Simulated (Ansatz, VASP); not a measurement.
Two plane-wave programs on FeGe

Contents of INCAR:

```
SYSTEM = FeGe
ALGO = Normal
EDIFF = 1E-7
ENCUT = 520
GGA = PS
ISIF = 2
ISMEAR = -1
ISPIN = 2
LASPH = .True.
LCHARG = .False.
LMAXMIX = 4
LORBIT = 11
LREAL = .False.
LWAVE = .False.
MAGMOM = 0 0 0 3.53 1.41 0.35
NBANDS = 46
NELM = 150
PREC = Accurate
SIGMA = 0.05
```

Contents of KPOINTS:

```
k-points
0
Gamma
  6 6 7
  0 0 0
```

File POSCAR:

```
FeGe
1.0
    4.9976023358      0.0000000000      0.0000000000
   -2.4988011679      4.3280505808      0.0000000000
    0.0000000000      0.0000000000      4.1157613500
Ge Fe
3 3
Direct
    0.6666666667      0.3333333333      0.5000000000
    0.3333333333      0.6666666667      0.5000000000
    0.0000000000      0.0000000000      0.0000000000
    0.0000000000      0.5000000000      0.0000000000
    0.5000000000      0.5000000000      0.0000000000
    0.5000000000      0.0000000000      0.0000000000
```

The input input.yaml:

```yaml
crystal:
  lattice:
    - [4.9976023358, 0.0, 0.0]
    - [-2.4988011679, 4.3280505808, 0.0]
    - [0.0, 0.0, 4.11576135]
  atoms:
    - { symbol: Ge, position: [0.6666666667, 0.3333333333, 0.5] }
    - { symbol: Ge, position: [0.3333333333, 0.6666666667, 0.5] }
    - { symbol: Ge, position: [0.0, 0.0, 0.0] }
    - { symbol: Fe, position: [0.0, 0.5, 0.0], spin: 3.53 }
    - { symbol: Fe, position: [0.5, 0.5, 0.0], spin: 1.41 }
    - { symbol: Fe, position: [0.5, 0.0, 0.0], spin: 0.35 }
hamiltonian:
  xc: pbesol
  pseudopotentials: { kind: paw }
magnetization:
  spin_polarized: true
kpoints:
  mp_grid: { grid: [6, 6, 7] }
scf:
  occupations: { method: fermi_dirac, width: 0.05 }
output:
  forces: true
  stress: true
  eigenvalues: true
```

Alike in both runs: task single point; functional PBEsol; k mesh 6 × 6 × 7; occupations fermi-dirac, width 0.05 eV; collinear spin.

|  | VASP | Ansatz |
| --- | --- | --- |
| version | VASP 6.6.1 | Ansatz 0.2.0 |
| potentials or method | VASP PAW PBE potentials, release 64 (Ge_d, Fe) | Ansatz PAW |
| plane-wave cutoff (eV) | 520 | 420 |
| valence electrons in the cell | 66 | 90 |

|  | VASP | Ansatz | Ansatz less VASP |
| --- | --- | --- | --- |
| gap on the k mesh at the Fermi level (eV) | none | none | - |
| pressure (GPa) | -10.0 | -10.2 | -0.14 |
| traceless stress, the component that is largest in VASP (GPa) | -0.49 | -0.46 | +0.031 |
| net moment per atom (μB) | 0.71 | 0.71 | +0.001 |
| size of the moment on the site where the two differ most (μB) | 0.09 | 0.07 | -0.020 |

VASP's potentials were made for PBE, not for PBEsol. Site moments also hang on the region over which each program counts them. A gap of «none» marks a metal or a gap that the smearing closes. The functional is the same, so the differences come from potentials, cutoffs and numerics. VASP's potentials hold 66 valence electrons a cell and Ansatz's 90, so a difference there can come from the potentials and not from the codes.
